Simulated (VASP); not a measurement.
Runs of VASP 6.6.1 on Ag. The structure is that of space group P6_3/mmc (No. 194), or close to it. The cells are those of the table. This isn't the form of Ag at room conditions, which is fcc.

```tsv
level	spin	cell	k mesh	grid for exact exchange (PRECFOCK)	share of exact exchange	screening parameter	gap on the mesh (eV)	pressure (GPa)
B3LYP	off	a = 2.965, b = 2.965, c = 4.929 Å, angles 90.0, 90.0, 120.0°, 2 atoms	5 × 5 × 3	Normal	0.2	-	none	(a)
PBEsol	non-collinear, zero start, SOC	a = 2.930, b = 2.930, c = 4.790 Å, angles 90.0, 90.0, 120.0°, 2 atoms	10 × 10 × 6	-	-	-	-	-6.4
PBE-based screened hybrid with 25 % exact exchange	off	a = 2.930, b = 2.930, c = 4.790 Å, angles 90.0, 90.0, 120.0°, 2 atoms	5 × 5 × 3	Normal	0.25	0.3 1/Å	none	(b)
PBE0	off	a = 2.870, b = 2.870, c = 4.692 Å, angles 90.0, 90.0, 120.0°, 2 atoms	6 × 6 × 4	Normal	0.25	-	none	6.9
PBEsol-based screened hybrid with 25 % exact exchange	off	a = 2.930, b = 2.930, c = 4.790 Å, angles 90.0, 90.0, 120.0°, 2 atoms	5 × 5 × 3	Normal	0.25	0.207 1/Å	none	-5.6
```

Alike in all rows: task single point; potentials or basis VASP PAW PBE potentials, release 64 (Ag); cutoff (eV) 520; smearing fermi-dirac 0.05 eV.

Fill in the values left out.

(a) 0.0; (b) -0.7.

Caveats: some runs use coarse meshes; the PAW data sets were made with another functional, which shifts forces and pressure a little; the cell stands under tension (at least some runs).

A k mesh can miss the band edges, and rows without SOC leave out spin-orbit coupling on Ag.

A gap of «none» marks levels without a gap at the run's occupations.
